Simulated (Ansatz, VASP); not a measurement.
**Two plane-wave programs on Ca**

INCAR

```
PREC = Accurate
ENCUT = 600
EDIFF = 1E-6
ISMEAR = -1
SIGMA = 0.08
LREAL = F
LASPH = T
NELM = 100
ALGO = Normal
ISIF = 3
LWAVE = F
LCHARG = F
GGA = PE
IBRION = 2
NSW = 60
EDIFFG = -0.005
```

KPOINTS

```
regular mesh
0
Gamma
  14 14 14
```

File POSCAR:

```
Ca
1.0
    0.0000000000      2.7627070339      2.7627070339
    2.7627070339      0.0000000000      2.7627070339
    2.7627070339      2.7627070339      0.0000000000
Ca
1
Direct
    0.0000000000      0.0000000000      0.0000000000
```

Input for Ansatz:

```yaml
crystal:
  lattice:
    - [0.0, 2.7627070339, 2.7627070339]
    - [2.7627070339, 0.0, 2.7627070339]
    - [2.7627070339, 2.7627070339, 0.0]
  atoms:
    - { symbol: Ca, position: [0.0, 0.0, 0.0] }
kpoints:
  mp_grid: { grid: [14, 14, 14] }
scf:
  occupations: { method: fermi_dirac, width: 0.08 }
hamiltonian:
  xc: pbe
  pseudopotentials: { kind: paw }
output:
  forces: true
  stress: true
  write_density: true
  write_potential: true
  elf: true
  volumetric_format: npy
relax:
  f_tol: 0.005
  max_steps: 40
  cell: {}
```

Alike in both runs: task relaxation of cell and atoms; functional PBE; k mesh 14 × 14 × 14; occupations fermi-dirac, width 0.08 eV; no spin polarisation.

|  | VASP | Ansatz |
| --- | --- | --- |
| version | VASP 6.6.1 | Ansatz 0.2.0 |
| potentials or method | VASP PAW PBE potentials, release 64 (Ca_sv) | PAW with Ansatz's default frozen-core files, scalar-relativistic |
| plane-wave cutoff (eV) | 600 | 420 |
| valence electrons in the cell | 10 | 10 |

Ansatz gave:

* relaxed volume (Å³/atom): 42.17
* relaxed cell length with the largest relative difference (Å): 3.907

Problem. Estimate VASP's values.

Solution. Relaxed volume (Å³/atom): 42.27; relaxed cell length with the largest relative difference (Å): 3.910.
